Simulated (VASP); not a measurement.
# Y2Si (Fd-3m) in VASP: notebook, part 2 of 2

VASP 6.6.1.

### 5 Relaxation of cell and atoms, PBE

Input file INCAR:

```
  PREC = Accurate
  ENCUT = 600
  EDIFF = 1E-7
  ISMEAR = 0
  SIGMA = 0.1
  LREAL = F
  LASPH = T
  NELM = 80
  ALGO = Fast
  ISIF = 3
  LWAVE = F
  LCHARG = F
  GGA = PE
  IBRION = 2
  NSW = 100
  EDIFFG = -0.01
```

Input file KPOINTS:

```
Automatic mesh
0
Gamma
  8 8 8
```

Input file POSCAR:

```
Y2Si
1.0
    0.0000000000      4.2952897509      4.2952897509
    4.2952897509      0.0000000000      4.2952897509
    4.2952897509      4.2952897509      0.0000000000
Y Si
4 2
Direct
    0.1250000000      0.1250000000      0.1250000000
    0.6250000000      0.1250000000      0.1250000000
    0.1250000000      0.1250000000      0.6250000000
    0.1250000000      0.6250000000      0.1250000000
    0.5000000000      0.5000000000      0.5000000000
    0.7500000000      0.7500000000      0.7500000000
```

Potentials or basis: VASP PAW PBE potentials, release 64 (Y_sv, Si).

Run with:

```console
> cat potpaw_PBE.64/Y_sv/POTCAR potpaw_PBE.64/Si/POTCAR > POTCAR
> mpirun -np 1 vasp_std > vasp.out
```

OUTCAR:

```text
PREC = Accurate
   ENCUT = 600
   EDIFF = 1E-7
   ISMEAR = 0
   LREAL = F
   LASPH = T
   NELM = 80
   ISIF = 3
   GGA = PE
   IBRION = 2
   NSW = 100
   EDIFFG = -0.01

 ion  position               nearest neighbor table
   1  0.125  0.125  0.125-   2 3.04   3 3.04   4 3.04   3 3.04   4 3.04   2 3.04   6 3.56   5 3.56
                             6 3.56   5 3.56   6 3.56   5 3.56
   2  0.625  0.125  0.125-   1 3.04   3 3.04   4 3.04   1 3.04   3 3.04   4 3.04   5 3.56   6 3.56
                             5 3.56   5 3.56   6 3.56   6 3.56
   3  0.125  0.125  0.625-   1 3.04   1 3.04   2 3.04   4 3.04   4 3.04   2 3.04   6 3.56   5 3.56
                             6 3.56   5 3.56   6 3.56   5 3.56
   4  0.125  0.625  0.125-   1 3.04   3 3.04   1 3.04   2 3.04   3 3.04   2 3.04   5 3.56   6 3.56
                             5 3.56   6 3.56   6 3.56   5 3.56
   5  0.500  0.500  0.500-   1 3.56   3 3.56   4 3.56   1 3.56   2 3.56   3 3.56   1 3.56   2 3.56
                             4 3.56   2 3.56   3 3.56   4 3.56
   6  0.750  0.750  0.750-   2 3.56   3 3.56   4 3.56   1 3.56   2 3.56   4 3.56   1 3.56   2 3.56
                             3 3.56   1 3.56   3 3.56   4 3.56

[... 252 lines left out ...]

 k-point     1 :       0.0000    0.0000    0.0000
  band No.  band energies     occupation
      1     -38.6355      2.00000
      2     -38.3281      2.00000
      3     -38.3281      2.00000
      4     -38.3281      2.00000
      5     -19.8896      2.00000
      6     -19.0104      2.00000
[... 805 lines left out ...]
     30       5.3872      0.00000
     31       5.4193      0.00000

 [... further k-points ...]

------------------------ aborting loop because EDIFF is reached ----------------------------------------

  FORCE on cell =-STRESS in cart. coord.  units (eV):
  Direction    XX          YY          ZZ          XY          YZ          ZX
  --------------------------------------------------------------------------------------
  -------------------------------------------------------------------------------------
  Total       -0.0201586     -0.0201586     -0.0201586     -0.0000000     -0.0000000     -0.0000000
  in kB       -0.2056337     -0.2056337     -0.2056337     -0.0000000     -0.0000000     -0.0000000
  external PRESSURE =      -0.2056337 kB  Pullay stress =       0.0000000 kB

 VOLUME and BASIS-vectors are now :
 -----------------------------------------------------------------------------
  energy-cutoff  :      600.00
  volume of cell :      157.06
      direct lattice vectors                 reciprocal lattice vectors
    -0.000000000  4.282350689  4.282350689    -0.116758303  0.116758303  0.116758303
     4.282350689  0.000000000  4.282350689     0.116758303 -0.116758303  0.116758303
     4.282350689  4.282350689 -0.000000000     0.116758303  0.116758303 -0.116758303

 POSITION                                       TOTAL-FORCE (eV/Angst)
 -----------------------------------------------------------------------------------
      1.07059      1.07059      1.07059        -0.000000     -0.000000     -0.000000
      1.07059      3.21176      3.21176        -0.000000     -0.000000     -0.000000
      3.21176      3.21176      1.07059        -0.000000     -0.000000     -0.000000
      3.21176      1.07059      3.21176        -0.000000     -0.000000     -0.000000
      4.28235      4.28235      4.28235         0.000000     -0.000000      0.000000
      6.42353      6.42353      6.42353        -0.000000      0.000000      0.000000
 -----------------------------------------------------------------------------------
    total drift:                                0.000000      0.000000      0.000000

  FREE ENERGIE OF THE ION-ELECTRON SYSTEM (eV)
  ---------------------------------------------------
  free  energy   TOTEN  =       -33.5203529771 eV

  energy  without entropy=      -33.4904769011  energy(sigma->0) =      -33.50541494

 reached required accuracy - stopping structural energy minimisation
```

OSZICAR:

```text
N       E                     dE             d eps       ncg     rms          rms(c)
DAV:   1     0.306492989569E+03    0.30649E+03   -0.27630E+04  1798   0.175E+03
DAV:   2    -0.246545715855E+01   -0.30896E+03   -0.30343E+03  1995   0.402E+02
DAV:   3    -0.318152009840E+02   -0.29350E+02   -0.28800E+02  3076   0.686E+01
[... 41 lines left out ...]
RMM:  13    -0.335203517676E+02   -0.90850E-06   -0.82214E-06  2382   0.678E-03    0.625E-03
RMM:  14    -0.335203522346E+02   -0.46697E-06   -0.38397E-06  1935   0.503E-03    0.520E-03
RMM:  15    -0.335203528479E+02   -0.61334E-06   -0.23430E-06  1880   0.573E-03    0.360E-03
RMM:  16    -0.335203528763E+02   -0.28434E-07   -0.12298E-06  1307   0.276E-03    0.294E-03
RMM:  17    -0.335203530191E+02   -0.14276E-06   -0.75669E-07  1273   0.238E-03    0.231E-03
RMM:  18    -0.335203529771E+02    0.42004E-07   -0.57730E-07  1292   0.210E-03
   2 F= -.33520353E+02 E0= -.33505415E+02  d E =-.178014E-02
```

CONTCAR:

```text
Y2Si
   1.00000000000000
    -0.0000000000000000    4.2823506892578820    4.2823506892578820
     4.2823506892578820    0.0000000000000000    4.2823506892578820
     4.2823506892578820    4.2823506892578820   -0.0000000000000000
  Y               Si
     4     2
Direct
     0.1250000000000000    0.1250000000000000    0.1250000000000000
     0.6250000000000000    0.1250000000000000    0.1250000000000000
     0.1250000000000000    0.1250000000000000    0.6250000000000000
     0.1250000000000000    0.6250000000000000    0.1250000000000000
     0.5000000000000000    0.5000000000000000    0.5000000000000000
     0.7500000000000000    0.7500000000000000    0.7500000000000000

  0.00000000E+00  0.00000000E+00  0.00000000E+00
  0.00000000E+00  0.00000000E+00  0.00000000E+00
  0.00000000E+00  0.00000000E+00  0.00000000E+00
  0.00000000E+00  0.00000000E+00  0.00000000E+00
  0.00000000E+00  0.00000000E+00  0.00000000E+00
  0.00000000E+00  0.00000000E+00  0.00000000E+00
```

Wall time 16 min (1 thread of Intel Xeon Platinum 8259CL at 2.50GHz (Skylake/Cascade Lake), shared host); peak memory 0.46 GiB.

What came out:

- Free energy: -33.5204 eV
- Relaxed volume: 26.18 Å³/atom
- Relaxed cell: a = 6.056 Å, b = 6.056 Å, c = 6.056 Å, α = 60.00°, β = 60.00°, γ = 60.00°
- Space group after relaxing (to 0.1 Å): Fd-3m (No. 227)
- Energy gained by relaxing: 0.3 meV/atom
- Ionic steps: 2
- Pressure after relaxing: 0.0 GPa
- Band gap on the k mesh: zero (bands 26 and 27 overlap by 0.51 eV)

Step by step:
| step | energy change (eV) | largest force (eV/Å) | pressure (GPa) | volume (Å³) |
| --- | --- | --- | --- | --- |
| 1 | 0.0000 | 0.0000 | -0.38 | 158.49 |
| 2 | -0.0018 | 0.0000 | -0.02 | 157.06 |

Final structure:
```cif
data_structure
_symmetry_space_group_name_H-M 'P 1'
_symmetry_Int_Tables_number 1
_cell_length_a 6.0562
_cell_length_b 6.0562
_cell_length_c 6.0562
_cell_angle_alpha 60.000
_cell_angle_beta 60.000
_cell_angle_gamma 60.000
_cell_volume 157.06
loop_
_atom_site_label
_atom_site_type_symbol
_atom_site_fract_x
_atom_site_fract_y
_atom_site_fract_z
_atom_site_occupancy
Y1 Y 0.12500 0.12500 0.12500 1
Y2 Y 0.62500 0.12500 0.12500 1
Y3 Y 0.12500 0.12500 0.62500 1
Y4 Y 0.12500 0.62500 0.12500 1
Si1 Si 0.50000 0.50000 0.50000 1
Si2 Si 0.75000 0.75000 0.75000 1
```

Levels at points of the mesh, in eV from the Fermi level:
```csv
k point,band 23,band 24,band 25,band 26,band 27,band 28,band 29,band 30
"(0.00, 0.00, 0.00)",-1.30,-1.30,-1.30,-0.16,-0.16,-0.16,0.19,0.19
"(0.50, 0.00, 0.00)",-1.20,-1.20,-0.21,-0.21,0.27,0.77,1.34,1.35
"(0.50, 0.50, 0.00)",-0.87,-0.87,-0.63,-0.63,0.66,0.66,1.53,1.55
```

### 6 Overview

```tsv
task	cell	k mesh	cutoff (eV)	gap on the mesh (eV)	pressure (GPa)	relaxed volume (Å³/atom)
single point	a = 6.074 Å, angles 60.0°, 6 atoms	4 × 4 × 4	520	none	-0.3	-
single point	a = 6.058 Å, angles 60.0°, 6 atoms	8 × 8 × 8	520	none	-0.1	-
relaxation of cell and atoms	relaxed from a = 5.798 Å, angles 60.0°, 6 atoms	4 × 4 × 4	600	none	0.0	26.24
relaxation of cell and atoms	relaxed from a = 6.074 Å, angles 60.0°, 6 atoms	8 × 8 × 8	600	none	0.0	26.18
```

Alike in all rows: level PBE; potentials or basis VASP PAW PBE potentials, release 64 (Y_sv, Si); no spin polarisation; smearing gaussian 0.1 eV.

Total energies depend on the potentials used, so only differences within one code and one set of settings carry meaning.
